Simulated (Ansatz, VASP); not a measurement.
This is a calculation of CoO for Ansatz 0.2.0.

The input input.yaml:

```yaml
crystal:
  lattice:
    - [0.0, 2.1315, 2.1315]
    - [2.1315, 0.0, 2.1315]
    - [2.1315, 2.1315, 0.0]
  atoms:
    - { symbol: Co, position: [0.0, 0.0, 0.0], spin: 2.0 }
    - { symbol: O, position: [0.5, 0.5, 0.5] }
kpoints:
  mp_grid: { grid: [11, 11, 11] }
scf:
  occupations: { method: gaussian, width: 0.018 }
hamiltonian:
  xc: pbe
  pseudopotentials: { kind: all_electron, lapw: { basis_error: 0.001 } }
magnetization:
  spin_polarized: true
output:
  forces: true
  stress: true
  eigenvalues: true
```

Potentials or basis: all-electron LAPW, scalar-relativistic.

Run with:

```bash
$ ansatz run input.yaml --threads 2 --pin off --max-ram 6144MiB --backend cpu --events-out ev --progress --plain --runs-dir out
```

**Question.** Translate it to VASP 6.6.1. Potentials there: VASP PAW PBE potentials, release 64 (Co, O).

**Answer.** As run (the cutoff follows the program's own potentials):

Contents of INCAR:

```
ALGO     = Normal         # electronic algorithm
EDIFF    = 1E-7           # SCF threshold, eV
ENCUT    = 520            # plane-wave cutoff, eV
GGA      = PE             # functional
ISIF     = 2              # what is computed and relaxed
ISMEAR   = 0              # smearing method
ISPIN    = 2              # spin polarisation
LASPH    = True           # aspherical terms in the spheres
LCHARG   = True           # write CHGCAR
LELF     = True           # ELF
LMAXMIX  = 4              # l up to which the mixer works
LORBIT   = 11             # projections on sites
LREAL    = False          # projectors in reciprocal space
LVHAR    = True         
LWAVE    = False          # write WAVECAR
MAGMOM   = 2 0            # initial moments
NBANDS   = 18             # bands
NELM     = 150            # most SCF steps
PREC     = Accurate       # precision mode
SIGMA    = 0.018000000000000002 # smearing width, eV
```

KPOINTS

```
k-points
0
Gamma
  11 11 11
```

Contents of POSCAR:

```
CoO
1.0
    0.0000000000      2.1315000000      2.1315000000
    2.1315000000      0.0000000000      2.1315000000
    2.1315000000      2.1315000000      0.0000000000
Co O
1 1
Direct
    0.0000000000      0.0000000000      0.0000000000
    0.5000000000      0.5000000000      0.5000000000
```

Potentials or basis: VASP PAW PBE potentials, release 64 (Co, O).

Launch:

```bash
$ cat potpaw_PBE.64/Co/POTCAR potpaw_PBE.64/O/POTCAR > POTCAR
$ mpirun -np 1 vasp_std > vasp.out
```

Both were run:

|  | VASP | Ansatz | Ansatz less VASP |
| --- | --- | --- | --- |
| gap on the k mesh at the Fermi level (eV) | none | none | - |
| pressure (GPa) | -2.4 | -1.7 | +0.73 |
| net moment per atom (μB) | 1.46 | 1.49 | +0.028 |
| size of the moment on the site where the two differ most (μB) | 2.57 | 2.63 | +0.056 |

Site moments also hang on the region over which each program counts them. A gap of «none» marks a metal or a gap that the smearing closes. Ansatz ran all-electron here, and VASP with PAW potentials.
